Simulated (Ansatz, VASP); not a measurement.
# One calculation of Al2BAs2, two programs

```
Al B As
1.0
    -2.23471    2.23471    4.55874
     2.23471   -2.23471    4.55874
     2.23471    2.23471   -4.55874
Al B As
2 1 2
Direct
  0.79249 0.79249 0.00000
  0.20751 0.20751 0.00000
  0.50000 0.50000 0.00000
  0.75000 0.25000 0.50000
  0.25000 0.75000 0.50000
```

Alike in both runs: task single point; functional PBE; k mesh 6 × 6 × 6; occupations gaussian, width 0.1 eV; no spin polarisation.

```csv
,VASP,Ansatz
version,VASP 6.6.1,Ansatz 0.2.0
potentials or method,"VASP PAW PBE potentials, release 64 (Al, B, As), cutoff 520 eV","scalar-relativistic, plane waves, PAW"
valence electrons in the cell,19,39
```

|  | VASP | Ansatz | Ansatz less VASP |
| --- | --- | --- | --- |
| gap on the k mesh at the Fermi level (eV) | none | none | - |
| pressure (GPa) | 26.0 | 25.5 | -0.43 |
| traceless stress, the component that is largest in VASP (GPa) | -34.29 | -33.87 | +0.421 |
| rms of the force components (eV/Å) | 0.357 | 0.346 | -0.0113 |

Atom by atom the forces differ by 0.011 eV/Å (rms over components). A gap of «none» marks a metal or a gap that the smearing closes. The functional is the same, so the differences come from potentials, cutoffs and numerics. VASP's potentials hold 19 valence electrons a cell and Ansatz's 39, so a difference there can come from the potentials and not from the codes.
